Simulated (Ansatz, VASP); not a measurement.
# Al: VASP beside Ansatz

INCAR

```
PREC = Accurate
ENCUT = 520
EDIFF = 1E-7
ISMEAR = 0
SIGMA = 0.15
LREAL = F
LASPH = T
NELM = 100
ALGO = Fast
ISIF = 2
LWAVE = F
LCHARG = F
GGA = PS
NBANDS = 14
```

Contents of KPOINTS:

```
Automatic mesh
0
Gamma
  16 16 5
```

The input POSCAR:

```
Al
1.0
   -1.6063180831      1.6063180831     -1.6063180831
   -1.6063180831     -1.6063180831      1.6063180831
   -1.4456862748      5.9433769077      6.9071677575
Al
4
Direct
   -0.2625000000     -0.5250000000      0.8750000000
    0.4625000000      0.4250000000      0.1250000000
   -0.1125000000     -0.2250000000      0.3750000000
    0.3125000000      0.1250000000      0.6250000000
```

Input for Ansatz:

```yaml
crystal:
  lattice:
    - [-1.6063180831, 1.6063180831, -1.6063180831]
    - [-1.6063180831, -1.6063180831, 1.6063180831]
    - [-1.4456862748, 5.9433769077, 6.9071677575]
  atoms:
    - { symbol: Al, position: [-0.2625, -0.525, 0.875] }
    - { symbol: Al, position: [0.4625, 0.425, 0.125] }
    - { symbol: Al, position: [-0.1125, -0.225, 0.375] }
    - { symbol: Al, position: [0.3125, 0.125, 0.625] }
basis:
  ecutwfc: 420
kpoints:
  mp_grid: { grid: [16, 16, 5] }
hamiltonian:
  xc: pbesol
  pseudopotentials: { kind: paw, azcp: { folder: soft_1 } }
scf:
  occupations: { method: gaussian, width: 0.15 }
output:
  forces: true
  stress: true
  eigenvalues: true
  write_density: true
  write_potential: true
  elf: true
  volumetric_format: npy
```

Alike in both runs: task single point; functional PBEsol; k mesh 16 × 16 × 5; occupations gaussian, width 0.15 eV; no spin polarisation.

```csv
,VASP,Ansatz
version,VASP 6.6.1,Ansatz 0.2.0
potentials or method,"VASP PAW PBE potentials, release 64 (Al), cutoff 520 eV","scalar-relativistic, plane waves, PAW"
valence electrons in the cell,12,12
```

```tsv
	VASP	Ansatz	Ansatz less VASP
gap on the k mesh at the Fermi level (eV)	none	none	-
pressure (GPa)	2.8	2.7	-0.09
traceless stress, the component that is largest in VASP (GPa)	5.48	5.45	-0.030
rms of the force components (eV/Å)	0.686	0.682	-0.0039
```

VASP's potentials were made for PBE, not for PBEsol, and Ansatz warns of the same on its side. Atom by atom the forces differ by 0.004 eV/Å (rms over components). A gap of «none» marks a metal or a gap that the smearing closes.
